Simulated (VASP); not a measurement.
# Li2B (C2/m) in VASP: a series of runs

Li2B is run at these levels: PBE; tasks: single point, relaxation of cell and atoms.

Program: VASP 6.6.1. These are calculated values, not measurements. Logs are shortened: lines on timing, memory, paths and dates and some standing lists are left out, and cuts for length are marked.

### Step 1. The cell of the first run

It takes space group C2/m (No. 12, monoclinic). The conventional cell has a = 4.372 Å, b = 2.928 Å, c = 4.402 Å, α = 90.00°, β = 96.98°, γ = 90.00°. Li (site symmetry m) has 3 B at 1.74 to 2.06 Å within 2.3 Å. Within 2.3 Å of B (site symmetry 2/m) lie 6 Li at 1.74 to 2.06 Å.

### Step 2. Single point, PBE

INCAR

```
SYSTEM = Li2B
ALGO = Normal ; EDIFF = 1E-6
ENCUT = 520 ; GGA = PE
ISIF = 2 ; ISMEAR = 0
LASPH = .TRUE. ; LCHARG = .TRUE.
LELF = .TRUE. ; LREAL = .FALSE.
LVHAR = .TRUE. ; LWAVE = .FALSE.
NBANDS = 12 ; NELM = 60
PREC = Accurate ; SIGMA = 0.1
```

KPOINTS

```
k-points
0
G
  8 8 4
  0 0 0
```

POSCAR

```
Li2B
1.0
    2.1860193500     -1.4637945900      0.0000000000
    2.1860193500      1.4637945900      0.0000000000
   -0.5352742200      0.0000000000      4.3690067700
Li B
2 1
Direct
    0.2336437400      0.2336437400      0.2625626300
    0.7663562600      0.7663562600      0.7374373700
    0.5000000000      0.5000000000      0.0000000000
```

Potentials or basis: VASP PAW PBE potentials, release 64 (Li_sv, B).

The run is started by

```bash
$ cat potpaw_PBE.64/Li_sv/POTCAR potpaw_PBE.64/B/POTCAR > POTCAR
$ mpirun -np 1 vasp_std > vasp.out
```

OUTCAR:

```text
SYSTEM = Li2B
   EDIFF = 1E-6
   ENCUT = 520
   GGA = PE
   ISIF = 2
   ISMEAR = 0
   LASPH = .TRUE.
   LREAL = .FALSE.
   NELM = 60
   PREC = Accurate

 ion  position               nearest neighbor table
   1  0.234  0.234  0.263-   3 1.74   3 2.06   3 2.06   2 2.54   2 2.54
   2  0.766  0.766  0.737-   3 1.74   3 2.06   3 2.06   1 2.54   1 2.54
   3  0.500  0.500  0.000-   1 1.74   2 1.74   1 2.06   1 2.06   2 2.06   2 2.06

  LATTYP: Found a base centered monoclinic cell.
 ALAT       =     4.3720387000
 B/A-ratio  =     0.6696164835
 C/A-ratio  =     1.0067784916
 COS(beta)  =    -0.1216069513

  Lattice vectors:

 A1 = (   2.1860193500,  -1.4637945900,   0.0000000000)
 A2 = (   2.1860193500,   1.4637945900,   0.0000000000)
 A3 = (  -0.5352742200,   0.0000000000,   4.3690067700)

Analysis of symmetry for initial positions (statically):
=====================================================================
 Subroutine PRICEL returns:
 Original cell was already a primitive cell.

 Routine SETGRP: Setting up the symmetry group for a
 base centered monoclinic supercell.

 Subroutine GETGRP returns: Found  4 space group operations
 (whereof  4 operations were pure point group operations)
 out of a pool of  4 trial point group operations.

The static configuration has the point symmetry C_2h.

Analysis of symmetry for dynamics (positions and initial velocities):
=====================================================================
 Subroutine PRICEL returns:
 Original cell was already a primitive cell.

 Routine SETGRP: Setting up the symmetry group for a
 base centered monoclinic supercell.

 Subroutine GETGRP returns: Found  4 space group operations
 (whereof  4 operations were pure point group operations)
 out of a pool of  4 trial point group operations.

The dynamic configuration has the point symmetry C_2h.

 Subroutine INISYM returns: Found  4 space group operations
 (whereof  4 operations are pure point group operations),
 and found     1 'primitive' translations

----------------------------------------------------------------------------------------

                                     Primitive cell

  volume of cell :      27.9606

  direct lattice vectors                    reciprocal lattice vectors
     2.186019350 -1.463794590  0.000000000     0.228726246 -0.341577981  0.028022676
     2.186019350  1.463794590  0.000000000     0.228726246  0.341577981  0.028022676
    -0.535274220  0.000000000  4.369006770     0.000000000  0.000000000  0.228884974

  length of vectors
     2.630850661  2.630850661  4.401674528     0.412039419  0.412039419  0.228884974

  position of ions in fractional coordinates (direct lattice)
     0.233643740  0.233643740  0.262562630
     0.766356260  0.766356260  0.737437370
     0.500000000  0.500000000  0.000000000

  ion indices of the primitive-cell ions
   primitive index   ion index
                 1           1
                 2           2
                 3           3

----------------------------------------------------------------------------------------

 KPOINTS: k-points

Automatic generation of k-mesh.
 Grid dimensions read from file:
 generate k-points for:    8    8    4

 Generating k-lattice:

  Cartesian coordinates                     Fractional coordinates (reciprocal lattice)
     0.028590781 -0.042697248  0.003502835     0.125000000  0.000000000 -0.000000000
     0.028590781  0.042697248  0.003502835     0.000000000  0.125000000 -0.000000000
     0.000000000  0.000000000  0.057221243     0.000000000  0.000000000  0.250000000

  Length of vectors
     0.051504927  0.051504927  0.057221243

  Shift w.r.t. Gamma in fractional coordinates (k-lattice)
     0.000000000  0.000000000  0.000000000

 Subroutine IBZKPT returns following result:
 ===========================================

 Found     78 irreducible k-points:

 Following reciprocal coordinates:
            Coordinates               Weight
  0.000000  0.000000  0.000000      1.000000
  0.125000  0.000000 -0.000000      4.000000
  0.250000  0.000000 -0.000000      4.000000
  0.375000  0.000000  0.000000      4.000000
  0.500000  0.000000 -0.000000      2.000000
  0.125000  0.125000 -0.000000      2.000000
[... 16 lines left out ...]
  0.125000  0.000000  0.250000      4.000000
  0.250000  0.000000  0.250000      4.000000
 [... further k-points ...]
   k-points           NKPTS =     78   k-points in BZ     NKDIM =     78   number of bands    NBANDS=     12
   number of dos      NEDOS =    301   number of ions     NIONS =      3
   total plane-waves  NPLWV =  14400
   dimension x,y,z NGX =    20 NGY =   20 NGZ =   36
   dimension x,y,z NGXF=    40 NGYF=   40 NGZF=   72
   ions per type =               2   1
   NGX,Y,Z   is equivalent  to a cutoff of  12.64, 12.64, 13.60 a.u.
   NGXF,Y,Z  is equivalent  to a cutoff of  25.28, 25.28, 27.19 a.u.
 SYSTEM =  Li2B
   PREC   = accura    normal or accurate (medium, high low for compatibility)
   ISTART =      0    job   : 0-new  1-cont  2-samecut
   ICHARG =      2    charge: 1-file 2-atom 10-const
   ISPIN  =      1    spin polarized calculation?
   LNONCOLLINEAR =      F non collinear calculations
   LSORBIT =      F    spin-orbit coupling
   LASPH  =      T    aspherical Exc in radial PAW
   ENCUT  =  520.0 eV  38.22 Ry    6.18 a.u.   4.89  4.89  8.18*2*pi/ulx,y,z
   NELM   =     60;   NELMIN=  2; NELMDL= -5     # of ELM steps
   EDIFF  = 0.1E-05   stopping-criterion for ELM
   LREAL  =      F    real-space projection
   EDIFFG = 0.1E-04   stopping-criterion for IOM
   NSW    =      0    number of steps for IOM
   IBRION =     -1    ionic relax: 0-MD 1-quasi-New 2-CG
   NFREE  =      0    steps in history (QN), initial steepest desc. (CG)
   ISIF   =      2    stress and relaxation
   ISYM   =      2    0-nonsym 1-usesym 2-fastsym
   POTIM  = 0.5000    time-step for ionic-motion
   TEBEG  =    0.0;   TEEND  =   0.0 temperature during run
   PSTRESS=    0.0 pullay stress
   NELECT =       9.0000    total number of electrons
   NUPDOWN=      -1.0000    fix difference up-down
   EMIN   =  10.00;   EMAX   =-10.00  energy-range for DOS
   EFERMI =   0.00;   METHOD = LEGACY
   ISMEAR =     0;   SIGMA  =   0.10  broadening in eV -4-tet -1-fermi 0-gaus
   EFERMI_NEDOS =   21; number of points for ismear=-14 and -15
   IALGO  =     38    algorithm
   IMIX   =      4    mixing-type and parameters
     AMIX     =   0.40;   BMIX     =  1.00
     AMIX_MAG =   1.60;   BMIX_MAG =  1.00
  volume/ion in A,a.u.               =       9.32        62.90
  Fermi-wavevector in a.u.,A,eV,Ry     =   1.121950  2.120177 17.126621  1.258771
  Thomas-Fermi vector in A             =   2.258607
   LORBIT       =      0    0 simple, 1 ext, 2 COOP (PROOUT), +10 PAW based schemes
   GGA     = PE    functional components
   LHFCALC =     F    Hartree Fock is set to
   AEXX    =    0.0000 exact exchange contribution
   IVDW    =     0    specifies the selected vdW correction
   LEPSILON=     F    determine dielectric tensor
   LRPA    =     F    only Hartree local field effects (RPA)
 non-spin polarized calculation
 Gauss-broadening in eV      SIGMA  =   0.10
  energy-cutoff  :      520.00
  volume of cell :       27.96
 maximum number of plane-waves:       771
   NGX =  9   NGY =  9   NGZ = 17

 number of electron       9.0000001 magnetization

 Free energy of the ion-electron system (eV)
  ---------------------------------------------------
  ext. energy  EPLUGINS =         0.00000000
  ---------------------------------------------------
  free energy    TOTEN  =        -6.82437985 eV

  energy without entropy =       -6.81753640  energy(sigma->0) =       -6.82095812

 E-fermi :   3.3898     XC(G=0):  -9.6399

 val. band max:        3.3872620525   @ k =   0.3750   0.3750   0.2500
 cond. band min:       3.3949303332   @ k =   0.3750   0.1250   0.5000
 fundamental gap:      0.0076682807
 Fermi energy:         3.3897997963

 k-point     1 :       0.0000    0.0000    0.0000
  band No.  band energies     occupation
      1     -41.6750      2.00000
      2     -41.5840      2.00000
      3      -5.4591      2.00000
      4       2.3320      2.00000
      5       2.5038      2.00000
      6       8.9490      0.00000
      7       9.5946      0.00000
      8      16.0087      0.00000
      9      17.2641      0.00000
     10      18.1663      0.00000
     11      22.2171      0.00000
     12      22.6732      0.00000

 k-point     2 :       0.1250    0.0000   -0.0000
  band No.  band energies     occupation
      1     -41.6641      2.00000
      2     -41.5800      2.00000
      3      -5.2058      2.00000
      4       2.4061      2.00000
      5       2.8131      2.00000
      6       7.5769      0.00000
      7       9.0520      0.00000
      8      16.4035      0.00000
      9      17.3515      0.00000
     10      17.6225      0.00000
     11      20.6767      0.00000
     12      21.3281      0.00000

 k-point     3 :       0.2500    0.0000   -0.0000
  band No.  band energies     occupation
      1     -41.6363      2.00000
      2     -41.5719      2.00000
      3      -4.4439      2.00000
      4       2.4914      2.00000
      5       3.4742      0.23283
      6       5.2085      0.00000
      7       8.3322      0.00000
      8      14.8636      0.00000
      9      14.9126      0.00000
     10      17.2154      0.00000
     11      19.1615      0.00000
     12      20.9841      0.00000

 k-point     4 :       0.3750    0.0000    0.0000
  band No.  band energies     occupation
      1     -41.6037      2.00000
      2     -41.5685      2.00000
      3      -3.1866      2.00000
      4       1.1101      2.00000
      5       3.4212      0.65671
      6       5.8758      0.00000
      7       7.8067      0.00000
      8      11.4459      0.00000
      9      12.6387      0.00000
     10      16.8118      0.00000
     11      19.5143      0.00000
     12      20.7973      0.00000

 k-point     5 :       0.5000    0.0000   -0.0000
  band No.  band energies     occupation
      1     -41.5819      2.00000
      2     -41.5754      2.00000
      3      -1.9199      2.00000
      4      -0.5649      2.00000
      5       3.5349      0.04016
      6       7.5105      0.00000
      7       7.7774      0.00000
      8       8.9393      0.00000
      9      11.7546      0.00000
     10      16.6050      0.00000
     11      19.8429      0.00000
     12      20.6255      0.00000
[... 228 lines left out ...]
      1     -41.5826      2.00000
      2     -41.5247      2.00000
      3      -1.0941      2.00000
      4       0.5031      2.00000
      5       3.8688      0.00000
      6       4.7036      0.00000
      7       8.6144      0.00000
      8      10.0484      0.00000
      9      12.5587      0.00000
     10      16.0471      0.00000
     11      16.3702      0.00000
     12      16.3954      0.00000

 k-point    22 :       0.0000    0.0000    0.2500
  band No.  band energies     occupation
      1     -41.6623      2.00000
      2     -41.5969      2.00000
      3      -5.4050      2.00000
      4       0.5483      2.00000
      5       5.0300      0.00000
      6       8.9631      0.00000
      7       9.6400      0.00000
      8      15.6937      0.00000
      9      16.3936      0.00000
     10      17.7639      0.00000
     11      20.5119      0.00000
     12      21.3768      0.00000

 k-point    23 :       0.1250    0.0000    0.2500
  band No.  band energies     occupation
      1     -41.6506      2.00000
      2     -41.5936      2.00000
      3      -5.1434      2.00000
      4       0.6290      2.00000
      5       5.5110      0.00000
      6       7.5074      0.00000
      7       9.0520      0.00000
      8      15.2245      0.00000
      9      16.9400      0.00000
     10      18.0242      0.00000
     11      19.0454      0.00000
     12      20.6033      0.00000

 k-point    24 :       0.2500    0.0000    0.2500
  band No.  band energies     occupation
      1     -41.6241      2.00000
      2     -41.5840      2.00000
      3      -4.3718      2.00000
      4       1.0075      2.00000
      5       4.5893      0.00000
      6       6.5992      0.00000
      7       8.3415      0.00000
      8      12.6363      0.00000
      9      16.7516      0.00000
     10      17.1318      0.00000
     11      19.0287      0.00000
     12      19.6433      0.00000

 [... further k-points ...]
[... 5 lines left out ...]
  --------------------------------------------------------------------------------------
  -------------------------------------------------------------------------------------
  Total        7.1977224      1.6435722      6.3696805      0.0000000      0.0000000     -4.9938033
  in kB      412.4381422     94.1786593    364.9903483      0.0000000      0.0000000   -286.1509304
  external PRESSURE =     290.5357166 kB  Pullay stress =       0.0000000 kB

 VOLUME and BASIS-vectors are now :
 -----------------------------------------------------------------------------
  energy-cutoff  :      520.00
  volume of cell :       27.96
      direct lattice vectors                 reciprocal lattice vectors
     2.186019350 -1.463794590  0.000000000     0.228726246 -0.341577981  0.028022676
     2.186019350  1.463794590  0.000000000     0.228726246  0.341577981  0.028022676
    -0.535274220  0.000000000  4.369006770     0.000000000  0.000000000  0.228884974

 POSITION                                       TOTAL-FORCE (eV/Angst)
 -----------------------------------------------------------------------------------
      0.88096      0.00000      1.14714        -2.156569      0.000000      2.498854
      2.95581      0.00000      3.22187         2.156569      0.000000     -2.498854
      2.18602      0.00000      0.00000         0.000000      0.000000      0.000000
 -----------------------------------------------------------------------------------
    total drift:                                0.000000      0.000000      0.000000

  FREE ENERGIE OF THE ION-ELECTRON SYSTEM (eV)
  ---------------------------------------------------
  free  energy   TOTEN  =        -6.8243798498 eV

  energy  without entropy=       -6.8175363998  energy(sigma->0) =       -6.82095812
```

It took 16 s on 1 thread of Intel Xeon Platinum 8259CL at 2.50GHz (Skylake/Cascade Lake), shared host; peak memory 0.14 GiB.

Results:

```yaml
Free_energy: -6.8244 eV
Largest_force: 3.301 eV/Å
```

Forces in eV/Å, atoms in the order of the input:
```
Li  -2.157  0.000  2.499
Li   2.157  0.000 -2.499
B    0.000  0.000  0.000
```

Levels at points of the mesh, in eV from the Fermi level:
| k point | band 2 | band 3 | band 4 | band 5 | band 6 | band 7 |
| --- | --- | --- | --- | --- | --- | --- |
| (0.00, 0.00, 0.00) | -44.97 | -8.85 | -1.06 | -0.89 | 5.56 | 6.20 |
| (0.50, 0.00, 0.00) | -44.97 | -5.31 | -3.95 | 0.15 | 4.12 | 4.39 |
| (0.50, 0.50, 0.00) | -44.91 | -4.48 | -2.89 | 0.48 | 1.31 | 5.22 |
| (0.00, 0.00, 0.50) | -45.01 | -8.74 | -3.52 | 3.37 | 5.59 | 6.47 |
| (0.50, 0.00, 0.50) | -44.96 | -5.26 | -3.94 | -0.48 | 3.23 | 4.13 |
| (0.50, 0.50, 0.50) | -44.94 | -4.02 | -3.09 | -0.69 | 1.52 | 5.15 |

Caveat: the cutoff is under 1.25 times the usual one of these potentials, so pressure, stress and relaxed cells hold a basis-set (Pulay) error; forces of over 1 eV/Å act on the atoms, so gaps and moduli don't describe the material at rest.

[end of part 1 of 2]
